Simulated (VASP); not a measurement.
# Hf2N (Pnnm) in VASP: notebook, part 2 of 2

VASP 6.6.1. Earlier steps stand in the parts before.

## (4) Single point, PBEsol (atoms displaced along a vibrational mode)

File INCAR:

```
SYSTEM = Hf2N
PREC = Accurate
ENCUT = 520
EDIFF = 1E-7
ISMEAR = 0
SIGMA = 0.15
LREAL = .FALSE.
LASPH = .TRUE.
NELM = 80
ALGO = Normal
ISIF = 2
LWAVE = .FALSE.
LCHARG = .TRUE.
GGA = PS
LELF = .TRUE.
LVHAR = .TRUE.
NBANDS = 34
```

File KPOINTS:

```
Automatic mesh
0
G
  10 10 14
  0 0 0
```

File POSCAR:

```
Hf2N
1.0
    5.2955389246      0.0000000000      0.0000000000
    0.0000000000      5.2955389246      0.0000000000
    0.0000000000      0.0000000000      3.2274489833
Hf N
4 2
Direct
    0.3154926169      0.2754339869      0.0000000000
    0.6845073831      0.7245660131      0.0000000000
    0.8154926169      0.2245660131      0.5000000000
    0.1845073831      0.7754339869      0.5000000000
    0.0000000000      0.0000000000      0.0000000000
    0.5000000000      0.5000000000      0.5000000000
```

Potentials or basis: VASP PAW PBE potentials, release 64 (Hf_pv, N).

Command:

```
> cat potpaw_PBE.64/Hf_pv/POTCAR potpaw_PBE.64/N/POTCAR > POTCAR
> mpirun -np 1 vasp_std > vasp.out
```

OUTCAR:

```text
SYSTEM = Hf2N
   PREC = Accurate
   ENCUT = 520
   EDIFF = 1E-7
   ISMEAR = 0
   LREAL = .FALSE.
   LASPH = .TRUE.
   NELM = 80
   ISIF = 2
   GGA = PS

 ion  position               nearest neighbor table
   1  0.315  0.275  0.000-   5 2.22   6 2.23   6 2.23   2 3.08   3 3.11   3 3.11   3 3.11   3 3.11
                             4 3.18   4 3.18   4 3.18   4 3.18   2 3.51
   2  0.685  0.725  0.000-   5 2.22   6 2.23   6 2.23   1 3.08   4 3.11   4 3.11   4 3.11   4 3.11
                             3 3.18   3 3.18   3 3.18   3 3.18   1 3.51
   3  0.815  0.225  0.500-   6 2.22   5 2.23   5 2.23   4 3.08   1 3.11   1 3.11   1 3.11   1 3.11
                             2 3.18   2 3.18   2 3.18   2 3.18   4 3.51
   4  0.185  0.775  0.500-   6 2.22   5 2.23   5 2.23   3 3.08   2 3.11   2 3.11   2 3.11   2 3.11
                             1 3.18   1 3.18   1 3.18   1 3.18   3 3.51
   5  0.000  0.000  0.000-   1 2.22   2 2.22   3 2.23   4 2.23   3 2.23   4 2.23
   6  0.500  0.500  0.500-   3 2.22   4 2.22   1 2.23   2 2.23   1 2.23   2 2.23

  LATTYP: Found a simple tetragonal cell.
 ALAT       =     5.2955389246
 C/A-ratio  =     0.6094656331

  Lattice vectors:

 A1 = (   5.2955389246,   0.0000000000,   0.0000000000)
 A2 = (   0.0000000000,   5.2955389246,   0.0000000000)
 A3 = (   0.0000000000,   0.0000000000,   3.2274489833)

Analysis of symmetry for initial positions (statically):
=====================================================================
 Subroutine PRICEL returns:
 Original cell was already a primitive cell.

 Routine SETGRP: Setting up the symmetry group for a
 simple tetragonal supercell.

 Subroutine GETGRP returns: Found  8 space group operations
 (whereof  4 operations were pure point group operations)
 out of a pool of 16 trial point group operations.

The static configuration has the point symmetry C_2h.
 The point group associated with its full space group is D_2h.

Analysis of symmetry for dynamics (positions and initial velocities):
=====================================================================
 Subroutine PRICEL returns:
 Original cell was already a primitive cell.

 Routine SETGRP: Setting up the symmetry group for a
 simple tetragonal supercell.

 Subroutine GETGRP returns: Found  8 space group operations
 (whereof  4 operations were pure point group operations)
 out of a pool of 16 trial point group operations.

The dynamic configuration has the point symmetry C_2h.
 The point group associated with its full space group is D_2h.

 Subroutine INISYM returns: Found  8 space group operations
 (whereof  4 operations are pure point group operations),
 and found     1 'primitive' translations

----------------------------------------------------------------------------------------

                                     Primitive cell

  volume of cell :      90.5065

  direct lattice vectors                    reciprocal lattice vectors
     5.295538925  0.000000000  0.000000000     0.188838193  0.000000000  0.000000000
     0.000000000  5.295538925  0.000000000     0.000000000  0.188838193  0.000000000
     0.000000000  0.000000000  3.227448983     0.000000000  0.000000000  0.309842233

  length of vectors
     5.295538925  5.295538925  3.227448983     0.188838193  0.188838193  0.309842233

  position of ions in fractional coordinates (direct lattice)
     0.315492617  0.275433987  0.000000000
[... 47 lines left out ...]
  0.000000  0.200000  0.000000      2.000000
  0.300000  0.000000  0.000000      2.000000
[... 16 lines left out ...]
 -0.200000  0.300000  0.000000      4.000000
  0.400000  0.200000  0.000000      4.000000
 [... further k-points ...]
   k-points           NKPTS =    288   k-points in BZ     NKDIM =    288   number of bands    NBANDS=     34
   number of dos      NEDOS =    301   number of ions     NIONS =      6
   total plane-waves  NPLWV =  38400
   dimension x,y,z NGX =    40 NGY =   40 NGZ =   24
   dimension x,y,z NGXF=    80 NGYF=   80 NGZF=   48
   ions per type =               4   2
   NGX,Y,Z   is equivalent  to a cutoff of  12.56, 12.56, 12.36 a.u.
   NGXF,Y,Z  is equivalent  to a cutoff of  25.11, 25.11, 24.72 a.u.
 SYSTEM =  Hf2N
   PREC   = accura    normal or accurate (medium, high low for compatibility)
   ISTART =      0    job   : 0-new  1-cont  2-samecut
   ICHARG =      2    charge: 1-file 2-atom 10-const
   ISPIN  =      1    spin polarized calculation?
   LNONCOLLINEAR =      F non collinear calculations
   LSORBIT =      F    spin-orbit coupling
   LASPH  =      T    aspherical Exc in radial PAW
   ENCUT  =  520.0 eV  38.22 Ry    6.18 a.u.   9.85  9.85  6.00*2*pi/ulx,y,z
   NELM   =     80;   NELMIN=  2; NELMDL= -5     # of ELM steps
   EDIFF  = 0.1E-06   stopping-criterion for ELM
   LREAL  =      F    real-space projection
   EDIFFG = 0.1E-05   stopping-criterion for IOM
   NSW    =      0    number of steps for IOM
   IBRION =     -1    ionic relax: 0-MD 1-quasi-New 2-CG
   NFREE  =      0    steps in history (QN), initial steepest desc. (CG)
   ISIF   =      2    stress and relaxation
   ISYM   =      2    0-nonsym 1-usesym 2-fastsym
   POTIM  = 0.5000    time-step for ionic-motion
   TEBEG  =    0.0;   TEEND  =   0.0 temperature during run
   PSTRESS=    0.0 pullay stress
   NELECT =      50.0000    total number of electrons
   NUPDOWN=      -1.0000    fix difference up-down
   EMIN   =  10.00;   EMAX   =-10.00  energy-range for DOS
   EFERMI =   0.00;   METHOD = LEGACY
   ISMEAR =     0;   SIGMA  =   0.15  broadening in eV -4-tet -1-fermi 0-gaus
   EFERMI_NEDOS =   21; number of points for ismear=-14 and -15
   IALGO  =     38    algorithm
   IMIX   =      4    mixing-type and parameters
     AMIX     =   0.40;   BMIX     =  1.00
     AMIX_MAG =   1.60;   BMIX_MAG =  1.00
  volume/ion in A,a.u.               =      15.08       101.79
  Fermi-wavevector in a.u.,A,eV,Ry     =   1.343296  2.538461 24.550939  1.804443
  Thomas-Fermi vector in A             =   2.471381
   LORBIT       =      0    0 simple, 1 ext, 2 COOP (PROOUT), +10 PAW based schemes
   GGA     = PS    functional components
   LHFCALC =     F    Hartree Fock is set to
   AEXX    =    0.0000 exact exchange contribution
   IVDW    =     0    specifies the selected vdW correction
   LEPSILON=     F    determine dielectric tensor
   LRPA    =     F    only Hartree local field effects (RPA)
 non-spin polarized calculation
 Gauss-broadening in eV      SIGMA  =   0.15
  energy-cutoff  :      520.00
  volume of cell :       90.51
 maximum number of plane-waves:      2468
   NGX = 19   NGY = 19   NGZ = 13

 number of electron      49.9999993 magnetization

 Free energy of the ion-electron system (eV)
  ---------------------------------------------------
  ext. energy  EPLUGINS =         0.00000000
  ---------------------------------------------------
  free energy    TOTEN  =       -67.48304878 eV

  energy without entropy =      -67.45436566  energy(sigma->0) =      -67.46870722

 E-fermi :   5.8436     XC(G=0): -12.1636

 val. band max:        5.8428306619   @ k =   0.3000   0.3000   0.3571
 cond. band min:       5.8484644321   @ k =   0.4000   0.2000   0.2143
 fundamental gap:      0.0056337701
 Fermi energy:         5.8435596652

 k-point     1 :       0.0000    0.0000    0.0000
  band No.  band energies     occupation
      1     -25.2214      2.00000
      2     -24.7350      2.00000
      3     -24.7237      2.00000
      4     -24.5874      2.00000
      5     -24.4305      2.00000
      6     -24.2878      2.00000
[... 877 lines left out ...]
     33       9.7874      0.00000
     34       9.8723      0.00000

 [... further k-points ...]

------------------------ aborting loop because EDIFF is reached ----------------------------------------

  FORCE on cell =-STRESS in cart. coord.  units (eV):
  Direction    XX          YY          ZZ          XY          YZ          ZX
  --------------------------------------------------------------------------------------
  -------------------------------------------------------------------------------------
  Total        1.6857823     -2.7446419     -1.2664364     -0.0000000      0.0000000      0.0000000
  in kB       29.8423053    -48.5866058    -22.4188970     -0.0000000      0.0000000      0.0000000
  external PRESSURE =     -13.7210659 kB  Pullay stress =       0.0000000 kB

 VOLUME and BASIS-vectors are now :
 -----------------------------------------------------------------------------
  energy-cutoff  :      520.00
  volume of cell :       90.51
      direct lattice vectors                 reciprocal lattice vectors
     5.295538925  0.000000000  0.000000000     0.188838193  0.000000000  0.000000000
     0.000000000  5.295538925  0.000000000     0.000000000  0.188838193  0.000000000
     0.000000000  0.000000000  3.227448983     0.000000000  0.000000000  0.309842233

 POSITION                                       TOTAL-FORCE (eV/Angst)
 -----------------------------------------------------------------------------------
      1.67070      1.45857      0.00000        -0.047528      0.139440      0.000000
      3.62484      3.83697      0.00000         0.047528     -0.139440      0.000000
      4.31847      1.18920      1.61372        -0.047528     -0.139440      0.000000
      0.97707      4.10634      1.61372         0.047528      0.139440      0.000000
      0.00000      0.00000      0.00000         0.000000      0.000000      0.000000
      2.64777      2.64777      1.61372         0.000000      0.000000      0.000000
 -----------------------------------------------------------------------------------
    total drift:                                0.000000     -0.000000      0.000000

  FREE ENERGIE OF THE ION-ELECTRON SYSTEM (eV)
  ---------------------------------------------------
  free  energy   TOTEN  =       -67.4830487802 eV

  energy  without entropy=      -67.4543656621  energy(sigma->0) =      -67.46870722
```

Run time: 6.3 min. Hardware: 1 thread of Intel Xeon 6975P-C (Granite Rapids), shared host; peak memory 0.7 GiB.

What came out:

* Free energy: -67.4830 eV
* Pressure: -1.4 GPa
* Largest force: 0.147 eV/Å
* Band gap on the k mesh: zero (bands 25 and 26 overlap by 2.58 eV)

Forces in eV/Å, atoms in the order of the input:
```
Hf  -0.048  0.139  0.000
Hf   0.048 -0.139  0.000
Hf  -0.048 -0.139  0.000
Hf   0.048  0.139  0.000
N    0.000  0.000  0.000
N    0.000  0.000  0.000
```

Levels at points of the mesh, in eV from the Fermi level:
| k point | band 22 | band 23 | band 24 | band 25 | band 26 | band 27 | band 28 | band 29 |
| --- | --- | --- | --- | --- | --- | --- | --- | --- |
| (0.00, 0.00, 0.00) | -2.12 | -0.07 | 0.76 | 0.87 | 1.08 | 1.34 | 1.49 | 1.76 |
| (0.50, 0.00, 0.00) | -2.50 | -0.99 | -0.99 | 1.12 | 1.12 | 2.17 | 2.17 | 2.34 |
| (0.00, 0.50, 0.00) | -2.35 | -1.03 | -1.03 | 1.51 | 1.51 | 1.70 | 1.70 | 1.81 |
| (0.50, 0.50, 0.00) | -1.70 | -1.38 | -1.38 | 0.88 | 0.88 | 1.14 | 1.14 | 2.09 |
| (0.00, 0.00, 0.50) | -1.53 | -1.22 | -1.22 | -1.07 | -1.07 | 2.37 | 2.37 | 3.74 |
| (0.50, 0.00, 0.50) | -2.24 | -1.26 | -1.26 | -0.86 | -0.86 | 2.33 | 2.33 | 4.32 |
| (0.00, 0.50, 0.50) | -1.55 | -0.94 | -0.94 | -0.90 | -0.90 | 1.39 | 1.39 | 2.78 |
| (0.50, 0.50, 0.50) | -1.73 | -0.96 | -0.96 | -0.37 | -0.37 | 1.57 | 1.57 | 2.87 |

Caveat: the cell differs from its parent crystal (atoms displaced along a vibrational mode); the stress differs along the axes, from -5 to 3 GPa; the PAW data sets were made with another functional, which shifts forces and pressure a little; spin-orbit coupling is left out, which moves the levels of the heavy elements.

## (5) The runs side by side

| cell | gap on the mesh (eV) | pressure (GPa) | largest force (eV/Å) |
| --- | --- | --- | --- |
| as given, atomic positions A | none | -2.9 | 0.90 |
| as given, atomic positions B | none | -2.0 | 0.46 |
| as given, atomic positions C | none | -1.4 | 0.15 |

Alike in all rows: task single point; level PBEsol; potentials or basis VASP PAW PBE potentials, release 64 (Hf_pv, N); no spin polarisation; k mesh 10 × 10 × 14; cutoff (eV) 520; smearing gaussian 0.15 eV.

Caveats: the PAW data sets were made with another functional, which shifts forces and pressure a little; spin-orbit coupling is left out, which moves the levels of the heavy elements; the stress differs along the axes, from -10 to 9 GPa (at least some runs); the stress differs along the axes, from -8 to 6 GPa (at least some runs); the stress differs along the axes, from -5 to 3 GPa (at least some runs).

Absolute energies hang on the potentials; compare differences alone.
